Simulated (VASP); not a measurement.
Input of a VASP 6.6.1 run:

Contents of INCAR:

```
SYSTEM = AlNi
ALGO = Fast
EDIFF = 1E-6
ENCUT = 520
GGA = PE
ISIF = 2
ISMEAR = 0
LASPH = .True.
LCHARG = .False.
LREAL = .False.
LWAVE = .False.
NBANDS = 14
NELM = 60
PREC = Accurate
SIGMA = 0.15
```

The input KPOINTS:

```
k-points
0
Gamma
  16 16 16
  0 0 0
```

POSCAR

```
AlNi
1.0
    2.8927237805      0.0000000000      0.0000000000
    0.0000000000      2.8927237805      0.0000000000
    0.0000000000      0.0000000000      2.8927237805
Al Ni
1 1
Direct
   -0.0069138990      0.0000000000      0.0000000000
    0.5031783409      0.5000000000      0.5000000000
```

Potentials or basis: VASP PAW PBE potentials, release 64 (Al, Ni).

Launch:

```bash
$ cat potpaw_PBE.64/Al/POTCAR potpaw_PBE.64/Ni/POTCAR > POTCAR
$ mpirun -np 1 vasp_std > vasp.out
```

Q: What does it give for the largest force?

A: 0.167 eV/Å.

Q: Predict the band gap on the k mesh.

A: Zero (an odd number of electrons rules out a gap without spin polarisation).

Q: What does it give for the pressure?

A: -0.1 GPa.

Forces in eV/Å, atoms in the order of the input:
```
Al   0.167  0.000  0.000
Ni  -0.167  0.000  0.000
```

Caveat: the cell differs from its parent crystal (atoms displaced along a vibrational mode). Spin polarisation is off, so any magnetic state and its effect on volume and gap are missing.
